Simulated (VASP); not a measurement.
# ZrO2: single point with r2SCAN

ZrO2:

```
Zr O
1.0
     0.00000    2.54471    2.54471
     2.54471    0.00000    2.54471
     2.54471    2.54471    0.00000
Zr O
1 2
Direct
  0.00000 0.00000 0.00000
  0.25000 0.25000 0.25000
  0.75000 0.75000 0.75000
```

- Program: VASP 6.6.1
- Task: single point
- Functional: r2SCAN
- Potentials or basis: VASP PAW PBE potentials, release 64 (Zr_sv, O)
- Cutoff: 660 eV
- k mesh: 8 × 8 × 8
- Occupations: gaussian, width 0.01 eV
- Spin: no spin polarisation
- Dipole correction: no
- Further INCAR settings: ALGO = Normal; EDIFF = 1e-06; NBANDS = 19

```json
{
 "Pressure": "0.0 GPa",
 "Band gap on the k mesh": "3.87 eV (least direct gap 4.28 eV)"
}
```

Levels at points of the mesh, in eV from the valence-band top:
```csv
k point,band 10,band 11,band 12,band 13,band 14,band 15
"(0.00, 0.00, 0.00)",-0.55,-0.55,-0.55,3.87,3.87,7.18
"(0.50, 0.00, 0.00)",-2.50,-1.68,-1.68,4.49,4.49,6.62
"(0.50, 0.50, 0.00)",-1.52,-1.52,0.00,4.28,5.25,6.39
```

It took 47 s on 1 thread of Intel(R) Xeon(R) 6975P-C (Granite Rapids), on a shared host, peak memory 0.18 GiB.

Caveat: the PAW data sets were made with another functional, which shifts forces and pressure a little. A k mesh can miss the band edges.
